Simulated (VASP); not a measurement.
Al2O3, 10 atoms in the cell. Symmetry: R-3c, No. 167, trigonal system. Conventional cell: a = 4.706 Å, b = 4.706 Å, c = 13.698 Å, α = 90.00°, β = 90.00°, γ = 120.00°. Within 2.5 Å of Al (site symmetry 3) lie 6 O at 1.86 to 2.01 Å. O (site symmetry 2) has 4 Al at 1.86 to 2.01 Å and 2 O at 2.50 Å within 2.5 Å.  This cell differs from its parent crystal: atoms shifted along a free coordinate, c/a of the conventional cell at fixed volume 2.9109.

```yaml
Program: VASP 6.6.1
Task: single point
Functional: PBE
Potentials_or_basis: VASP PAW PBE potentials, release 64 (Al, O)
Cutoff: 520 eV
k_mesh: 6 × 6 × 6
Occupations: gaussian, width 0.05 eV
Spin: no spin polarisation
Dipole_correction: no
Further_INCAR_settings: ALGO = Normal; EDIFF = 1e-06; NBANDS = 35
```

Potentials or basis: VASP PAW PBE potentials, release 64 (Al, O).

Command:

```console
$ cat potpaw_PBE.64/Al/POTCAR potpaw_PBE.64/O/POTCAR > POTCAR
$ mpirun -np 1 vasp_std > vasp.out
```

Hardware: 1 thread of Intel Xeon 8259CL, on a shared host.

Problem. Estimate the wall time of this run.

Solution. Wall time 3 min on 1 thread of Intel Xeon 8259CL, with other jobs on the host, peak memory 0.26 GiB. Counts: scf iterations 13, k points 32.
